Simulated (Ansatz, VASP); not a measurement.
C in VASP and in Ansatz

INCAR

```
SYSTEM = C
PREC = Accurate
ENCUT = 520
EDIFF = 1E-7
ISMEAR = -1
SIGMA = 0.15
LREAL = .FALSE.
LASPH = .TRUE.
NELM = 80
ALGO = Normal
ISIF = 2
LWAVE = .FALSE.
LCHARG = .TRUE.
GGA = PS
LELF = .TRUE.
LVHAR = .TRUE.
NBANDS = 11
```

Contents of KPOINTS:

```
regular mesh
0
G
  16 16 10
  0 0 0
```

Contents of POSCAR:

```
C
1.0
    2.1396031344     -1.2495556431      0.0000000000
    2.1150374856      1.2070092369      0.0000000000
   -1.3790696300      0.0137906963      3.5028300800
C
2
Direct
    0.8333555300      0.8333555300      0.0000930400
    0.1666444700      0.1666444700      0.9999069600
```

Input for Ansatz:

```yaml
crystal:
  lattice:
    - [2.1396031344, -1.2495556431000001, 0.0]
    - [2.1150374856, 1.2070092369, 0.0]
    - [-1.37906963, 0.0137906963, 3.50283008]
  atoms:
    - { symbol: C, position: [0.83335553, 0.83335553, 9.304e-05] }
    - { symbol: C, position: [0.16664447, 0.16664447, 0.99990696] }
basis:
  ecutwfc: 450.0
kpoints:
  mp_grid:
    grid: [16, 16, 10]
hamiltonian:
  xc: pbesol
scf:
  occupations:
    method: fermi_dirac
    width: 0.15
output:
  stress: true
```

Alike in both runs: task single point; functional PBEsol; k mesh 16 × 16 × 10; occupations fermi-dirac, width 0.15 eV; no spin polarisation.

|  | VASP | Ansatz |
| --- | --- | --- |
| version | VASP 6.6.1 | Ansatz 0.2.0 |
| potentials or method | VASP PAW PBE potentials, release 64 (C), cutoff 520 eV | plane waves, PAW |
| valence electrons in the cell | 8 | 8 |

Ansatz gave:

| Quantity | Value |
| --- | --- |
| pressure (GPa) | 1.1 |
| traceless stress, the component that is largest in VASP (GPa) | 8.82 |

**Question.** Estimate VASP's values.

**Answer.** Pressure (GPa): 1.7; traceless stress, the component that is largest in VASP (GPa): 8.85.

VASP's potentials were made for PBE, not for PBEsol. The functional is the same, so the differences come from potentials, cutoffs and numerics.
